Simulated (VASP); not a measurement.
Wanted: the native input for a VASP 6.6.1 run.

| Item | Value |
| --- | --- |
| Task | single point |
| Functional | PBE0 |
| Potentials or basis | VASP PAW PBE potentials, release 64 (Be, S) |
| Cutoff | 520 eV |
| k mesh | 6 × 6 × 6 |
| Occupations | gaussian, width 0.01 eV |
| Spin | no spin polarisation |
| Dipole correction | no |
| Grid for exact exchange (PRECFOCK) | Normal |
| Further INCAR settings | ALGO = Normal; EDIFF = 1e-06; NBANDS = 11 |

Crystal: BeS.

```
CELL_PARAMETERS angstrom
0.00000 2.31730 2.31730
2.31730 0.00000 2.31730
2.31730 2.31730 0.00000
ATOMIC_POSITIONS crystal
Be 0.00000 0.00000 0.00000
S 0.50000 0.50000 0.50000
```

One way to write it, as run:

POSCAR

```
BeS
1.0
    0.0000000000      2.3172972170      2.3172972170
    2.3172972170      0.0000000000      2.3172972170
    2.3172972170      2.3172972170      0.0000000000
Be S
1 1
Direct
    0.0000000000      0.0000000000      0.0000000000
    0.5000000000      0.5000000000      0.5000000000
```

INCAR.step1

```
SYSTEM = BeS
PREC = Accurate
ENCUT = 520
EDIFF = 1E-5
ISMEAR = 0
SIGMA = 0.01
LREAL = .False.
LASPH = .True.
NELM = 120
ALGO = Normal
ISIF = 2
LWAVE = .True.
LCHARG = .False.
GGA = PE
NBANDS = 11
GGA_COMPAT = .False.
```

INCAR.step2

```
SYSTEM = BeS
PREC = Accurate
ENCUT = 520
EDIFF = 1E-6
ISMEAR = 0
SIGMA = 0.01
LREAL = .False.
LASPH = .True.
NELM = 120
ALGO = Normal
ISIF = 2
LWAVE = .False.
LCHARG = .False.
GGA = PE
LHFCALC = .True.
AEXX = 0.25
PRECFOCK = Normal
ISTART = 1
NBANDS = 11
GGA_COMPAT = .False.
```

KPOINTS

```
regular mesh
0
Gamma
  6 6 6
  0 0 0
```

Potentials or basis: VASP PAW PBE potentials, release 64 (Be, S).

Command:

```bash
$ cat potpaw_PBE.64/Be/POTCAR potpaw_PBE.64/S/POTCAR > POTCAR
$ cp INCAR.step1 INCAR
$ mpirun -np 1 vasp_std > vasp.out
$ cp INCAR.step2 INCAR
$ mpirun -np 1 vasp_std > vasp.out
```

It gave:

```yaml
Pressure: -1.9 GPa
Band_gap_on_the_k_mesh: 2.47 eV, indirect (least direct gap 5.95 eV)
```

Caveat: the PAW data sets were made with another functional, which shifts forces and pressure a little.

Run time: 7.6 min on 1 thread of Intel(R) Xeon(R) Platinum 8488C (Sapphire Rapids), on a shared host, peak memory 0.14 GiB.
